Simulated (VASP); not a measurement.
Wanted: the native input for a VASP 6.6.1 run.

| Item | Value |
| --- | --- |
| Task | single point |
| Functional | PBE |
| Potentials or basis | VASP PAW PBE potentials, release 64 (Mg, Ge_d, N) |
| Cutoff | 520 eV |
| k mesh | 5 × 5 × 5 |
| Occupations | gaussian, width 0.15 eV |
| Spin | no spin polarisation |
| Dipole correction | no |
| Further INCAR settings | ALGO = Normal; EDIFF = 1e-06; NBANDS = 22 |

The structure of Mg2GeN2 lies in POSCAR:

```
Mg2GeN2
1.0
   -1.5561706163      1.5561706163      6.1939413594
    1.5561706163     -1.5561706163      6.1939413594
    1.5561706163      1.5561706163     -6.1939413594
Mg Ge N
2 1 2
Direct
    0.3325902397      0.3325902397      0.0000000000
    0.6674097603      0.6674097603      0.0000000000
    0.0000000000      0.0000000000      0.0000000000
    0.1538515240      0.1538515240      0.0000000000
    0.8461484760      0.8461484760      0.0000000000
```

The input as run:

INCAR

```
SYSTEM = Mg2GeN2
PREC = Accurate
ENCUT = 520
EDIFF = 1E-6
ISMEAR = 0
SIGMA = 0.15
LREAL = .False.
LASPH = .True.
NELM = 60
ALGO = Normal
ISIF = 2
LWAVE = .False.
LCHARG = .False.
GGA = PE
NBANDS = 22
```

KPOINTS

```
Automatic mesh
0
Gamma
  5 5 5
  0 0 0
```

Potentials or basis: VASP PAW PBE potentials, release 64 (Mg, Ge_d, N).

Launch:

```bash
$ cat potpaw_PBE.64/Mg/POTCAR potpaw_PBE.64/Ge_d/POTCAR potpaw_PBE.64/N/POTCAR > POTCAR
$ mpirun -np 1 vasp_std > vasp.out
```

It gave:

| Property | Result |
| --- | --- |
| Pressure | -0.7 GPa |
| Largest force | 0.020 eV/Å |
| Band gap on the k mesh | zero (band 14 reaches 5.51 eV, above the bottom of band 15 at 5.45 eV) |

Caveat: the k points lie up to 0.57 Å⁻¹ apart.

Run time: 34 s on 1 thread of Intel(R) Xeon(R) Platinum 8559C (Emerald Rapids), with other jobs on the host, peak memory 0.35 GiB.
